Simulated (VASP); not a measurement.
A run of VASP 6.6.1 is set up as follows.

File INCAR:

```
PREC     = Accurate       # precision mode
ENCUT    = 600            # plane-wave cutoff, eV
EDIFF    = 1E-7           # SCF threshold, eV
ISMEAR   = -1             # smearing method
SIGMA    = 0.15           # smearing width, eV
LREAL    = F              # projectors in reciprocal space
LASPH    = T              # aspherical terms in the spheres
NELM     = 100            # most SCF steps
ALGO     = Fast           # electronic algorithm
ISIF     = 3              # what is computed and relaxed
LWAVE    = F              # write WAVECAR
LCHARG   = F              # write CHGCAR
IBRION   = 2              # ionic algorithm
NSW      = 80             # ionic steps
EDIFFG   = -0.001         # ionic threshold
```

KPOINTS

```
Automatic mesh
0
Gamma
  20 20 20
```

Contents of POSCAR:

```
Ir
1.0
    0.0000000000      1.9054048528      1.9054048528
    1.9054048528      0.0000000000      1.9054048528
    1.9054048528      1.9054048528      0.0000000000
Ir
1
Direct
    0.0000000000      0.0000000000      0.0000000000
```

Potentials or basis: VASP PAW LDA potentials, release 64 (Ir).

Run with:

```sh
$ cat potpaw_LDA.64/Ir/POTCAR > POTCAR
$ mpirun -np 1 vasp_std > vasp.out
```

**Question.** Estimate the relaxed cell.

**Answer.** a = 2.702 Å, b = 2.702 Å, c = 2.702 Å, α = 60.00°, β = 60.00°, γ = 60.00°.

**Question.** Estimate the space group after relaxing (to 0.1 Å).

**Answer.** Fm-3m (No. 225).

Final structure:
```
Ir
1.0
     0.00000    1.91063    1.91063
     1.91063    0.00000    1.91063
     1.91063    1.91063    0.00000
Ir
1
Direct
  0.00000 0.00000 0.00000
```
